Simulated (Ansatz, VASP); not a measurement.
**Mg: VASP beside Ansatz**

```
Mg
1.0
     3.20927    0.00000    0.00000
    -1.60464    2.77931    0.00000
     0.00000    0.00000    5.21033
Mg
2
Direct
  0.33333 0.66667 0.25000
  0.66667 0.33333 0.75000
```

Alike in both runs: task electric field gradients; functional PBE; k mesh 12 × 12 × 7; occupations fermi-dirac, width 0.05 eV; no spin polarisation.

```csv
,VASP,Ansatz
version,VASP 6.6.1,Ansatz 0.2.0
potentials or method,"VASP PAW PBE potentials, release 64 (Mg)","PAW with Ansatz's default frozen-core files, scalar-relativistic"
plane-wave cutoff (eV),520,420
valence electrons in the cell,4,20
```

```tsv
	VASP	Ansatz	Ansatz less VASP
pressure (GPa)	-0.6	-0.5	+0.13
traceless stress, the component that is largest in VASP (GPa)	-0.58	-0.57	+0.002
size of Vzz on the site where it differs most (V/Å²)	1.1	1.2	+0.11
```

VASP's potentials hold 4 valence electrons a cell and Ansatz's 20, so a difference there can come from the potentials and not from the codes.
